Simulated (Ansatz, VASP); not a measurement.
## Si: VASP beside Ansatz

```xyz
2
Lattice="0.0000 2.7227 2.7227 2.7227 0.0000 2.7227 2.7227 2.7227 0.0000" Properties=species:S:1:pos:R:3 pbc="T T T"
Si    2.7227    2.7227    2.7227
Si    4.0841    4.0841    4.0841
```

Alike in both runs: task single point; functional r2SCAN; k mesh 10 × 10 × 10; occupations gaussian, width 0.2 eV; no spin polarisation.

|  | VASP | Ansatz |
| --- | --- | --- |
| version | VASP 6.6.1 | Ansatz 0.2.0 |
| potentials or method | VASP PAW PBE potentials, release 64 (Si), cutoff 520 eV | plane waves (500 eV) with PAW, scalar-relativistic |
| valence electrons in the cell | 8 | 8 |

```csv
,VASP,Ansatz,Ansatz less VASP
pressure (GPa),-0.3,-0.1,+0.24
```

VASP's potentials were made for PBE, not for r2SCAN.
